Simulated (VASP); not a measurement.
The system is HfC.

```
Hf C
1.0
     3.27355    0.00000    0.00000
     0.00000    4.61783    0.00000
    -3.25544    0.00000    3.29191
Hf C
2 2
Direct
  0.95785 0.73641 0.98130
  0.95785 0.26359 0.48130
  0.04215 0.22555 0.01870
  0.04215 0.77445 0.51870
```

```yaml
Program: VASP 6.6.1
Task: relaxation of cell and atoms
Functional: PBE
Potentials_or_basis: VASP PAW PBE potentials, release 64 (Hf_pv, C)
Cutoff: 600 eV
k_mesh: 8 × 4 × 6
Occupations: gaussian, width 0.1 eV
Spin: no spin polarisation
```

At the start: pressure 5.6 GPa; volume 12.44 Å³/atom.

Problem. Where does the relaxation end?

Solution. Over 8 steps the energy falls by 144.5 meV/atom and the volume is 12.55 Å³/atom (+0.8 %); space group Aem2 (No. 39, to 0.1 Å) before, Fm-3m (No. 225, to 0.1 Å).

The path:
```csv
step,energy change (eV),largest force (eV/Å),pressure (GPa),volume (Å³)
1,0.0000,2.3250,5.65,49.76
2,-0.3923,0.5072,-10.92,52.97
3,-0.4117,0.7928,-8.30,52.28
4,-0.5197,0.6397,8.13,48.59
5,-0.5561,0.3791,2.14,49.74
6,-0.5733,0.1189,-0.47,50.24
7,-0.5770,0.1536,0.20,50.09
8,-0.5781,0.0090,-0.22,50.18
```

Final structure:
```
Hf C
1.0
     3.28800    0.00000   -0.00831
     0.00000    4.63761    0.00000
    -3.27785    0.00000    3.29924
Hf C
2 2
Direct
  0.99995 0.75007 0.99997
  0.99995 0.24993 0.49997
  0.00005 0.25014 0.00003
  0.00005 0.74986 0.50003
```
